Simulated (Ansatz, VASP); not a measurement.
## Two plane-wave programs on LuBW3

```xyz
5
Lattice="3.9956 0.0000 0.0000 0.0000 3.9956 0.0000 0.0000 0.0000 5.0510" Properties=species:S:1:pos:R:3 pbc="T T T"
Lu    0.0000    0.0000    4.9697
B     1.9978    1.9978    3.4711
W     0.0000    1.9978    2.5289
W     1.9978    1.9978    0.5058
W     1.9978    0.0000    2.5289
```

Change from the starting cell: species swapped into the PrBPt3 type (P4mm, No. 99).

Alike in both runs: task single point; functional PBE; k mesh 4 × 4 × 4; occupations gaussian, width 0.1 eV; no spin polarisation.

|  | VASP | Ansatz |
| --- | --- | --- |
| version | VASP 6.6.1 | Ansatz 0.2.0 |
| potentials or method | VASP PAW PBE potentials, release 64 (Lu, B, W_sv), cutoff 520 eV | scalar-relativistic, plane waves, PAW |
| valence electrons in the cell | 70 | 70 |

|  | VASP | Ansatz | Ansatz less VASP |
| --- | --- | --- | --- |
| gap on the k mesh at the Fermi level (eV) | none | none | - |
| pressure (GPa) | 5.2 | 4.8 | -0.42 |
| traceless stress, the component that is largest in VASP (GPa) | -1.66 | -1.60 | +0.056 |
| rms of the force components (eV/Å) | 0.630 | 0.625 | -0.0049 |

Atom by atom the forces differ by 0.006 eV/Å (rms over components). A gap of «none» marks a metal or a gap that the smearing closes.

The k mesh is coarse, so the values compare programs but aren't converged. Spin-orbit coupling is off throughout.
